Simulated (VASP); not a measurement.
Sn, 2 atoms in the cell. The structure is tetragonal, space group I4_1/amd (No. 141). The conventional cell has a = 5.260 Å, b = 5.260 Å, c = 2.949 Å, α = 90.00°, β = 90.00°, γ = 90.00°. Sn (site symmetry -4m2) has 10 Sn at 2.73 to 3.44 Å within 3.6 Å.  This cell differs from its parent crystal: Si replaced by Sn, lengths x 1.151, strained.

* Program: VASP 6.6.1
* Task: single point
* Functional: PBEsol
* Potentials or basis: VASP PAW PBE potentials, release 64 (Sn_d)
* Cutoff: 520 eV
* k mesh: 16 × 16 × 16
* Occupations: gaussian, width 0.1 eV
* Spin: no spin polarisation
* Dipole correction: no
* Further INCAR settings: ALGO = Normal; EDIFF = 1e-07; NBANDS = 21

Potentials or basis: VASP PAW PBE potentials, release 64 (Sn_d).

Run with:

```console
$ cat potpaw_PBE.64/Sn_d/POTCAR > POTCAR
$ mpirun -np 1 vasp_std > vasp.out
```

Hardware: 1 thread of Intel(R) Xeon(R) Platinum 8375C CPU @ 2.90GHz (Ice Lake) (shared host).

Question: How long does it take, and how much memory?

Answer: Run time: 3.7 min on 1 thread of Intel(R) Xeon(R) Platinum 8375C CPU @ 2.90GHz (Ice Lake), on a shared host, peak memory 0.35 GiB. Counts: scf iterations 11, k points 349.
